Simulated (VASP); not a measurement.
Write the native input for VASP 6.6.1 that does the following.

- Task: relaxation of cell and atoms
- Functional: PBE
- Potentials or basis: VASP PAW PBE potentials, release 64 (Ti_sv, Co)
- Cutoff: 600 eV
- k mesh: 12 × 12 × 12
- Occupations: gaussian, width 0.1 eV
- Spin: collinear spin, ferromagnetic start
- Starting moments: [0.0, 0.6] μB
- Dipole correction: no
- Further INCAR settings: ALGO = Fast; EDIFF = 1e-06; IBRION = 2; EDIFFG = -0.02; NSW = 90; ISIF = 3

The structure of TiCo lies in POSCAR:

```
TiCo
1.0
    2.9861109900      0.0000000000      0.0000000000
    0.0000000000      2.9861109900      0.0000000000
    0.0000000000      0.0000000000      2.9861109900
Ti Co
1 1
Direct
    0.0000000000      0.0000000000      0.0000000000
    0.5000000000      0.5000000000      0.5000000000
```

The input as run:

INCAR

```
SYSTEM = TiCo
ALGO = Fast ; EDIFF = 1E-6
EDIFFG = -0.02 ; ENCUT = 600
GGA = PE ; IBRION = 2
ISIF = 3 ; ISMEAR = 0
ISPIN = 2 ; LASPH = .TRUE.
LCHARG = .FALSE. ; LMAXMIX = 4
LORBIT = 11 ; LREAL = .FALSE.
LWAVE = .FALSE. ; MAGMOM = 0 0.6
NELM = 150 ; NSW = 90
PREC = Accurate ; SIGMA = 0.1
```

KPOINTS

```
k-points
0
G
  12 12 12
  0 0 0
```

Potentials or basis: VASP PAW PBE potentials, release 64 (Ti_sv, Co).

The run is started by

```bash
$ cat potpaw_PBE.64/Ti_sv/POTCAR potpaw_PBE.64/Co/POTCAR > POTCAR
$ mpirun -np 1 vasp_std > vasp.out
```

Results of the run:

```yaml
Relaxed_volume: 13.24 Å³/atom
Relaxed_cell: a = 2.981 Å, b = 2.981 Å, c = 2.981 Å, α = 90.00°, β = 90.00°, γ = 90.00°
Space_group_after_relaxing_to_0.1_Å: Pm-3m (No. 221)
Energy_gained_by_relaxing: 0.2 meV/atom
Ionic_steps: 3
Pressure_after_relaxing: 0.0 GPa
Net_moment: 0.85 μB per cell
Site_moments: Ti -0.02; Co +0.91 μB
Valence_electrons_inside_the_program's_atomic_spheres: Ti 10.29; Co 8.30
```

Run time: 5.7 min on 1 thread of Oxide Virtual Turin-like Processor, with other jobs on the host, peak memory 0.17 GiB.
